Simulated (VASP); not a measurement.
TeS2F2, 5 atoms in the cell. Symmetry: I4/mmm, No. 139, tetragonal system. Conventional cell: a = 4.387 Å, b = 4.387 Å, c = 10.517 Å, α = 90.00°, β = 90.00°, γ = 90.00°. Within 4.5 Å of Te (site symmetry 4/mmm) lie 10 S at 3.39 to 3.90 Å and 8 F at 3.42 Å and 4 Te at 4.39 Å. S (site symmetry 4mm) has 4 F at 2.53 Å and 1 S at 2.72 Å and 4 Te at 3.39 Å within 3.4 Å. F (site symmetry -4m2) has 4 S at 2.53 Å and 4 F at 3.10 Å and 4 Te at 3.42 Å within 3.5 Å. The cell was built from a structure type or drawn by symmetry, and may not be a known phase.

| Item | Value |
| --- | --- |
| Program | VASP 6.6.1 |
| Task | single point |
| Functional | PBE |
| Potentials or basis | VASP PAW PBE potentials, release 64 (Te, S, F) |
| Cutoff | 520 eV |
| k mesh | 6 × 6 × 6 |
| Occupations | gaussian, width 0.1 eV |
| Spin | no spin polarisation |
| Dipole correction | no |
| Further INCAR settings | ALGO = Normal; EDIFF = 1e-07; NBANDS = 24 |

Potentials or basis: VASP PAW PBE potentials, release 64 (Te, S, F).

Run with:

```bash
$ cat potpaw_PBE.64/Te/POTCAR potpaw_PBE.64/S/POTCAR potpaw_PBE.64/F/POTCAR > POTCAR
$ mpirun -np 1 vasp_std > vasp.out
```

Hardware: 1 thread of Oxide Virtual Turin-like Processor, with other jobs on the host.

How long does it take, and how much memory?

Wall time 3.3 min on 1 thread of Oxide Virtual Turin-like Processor, on a shared host, peak memory 0.32 GiB. Counts: scf iterations 18, k points 30.
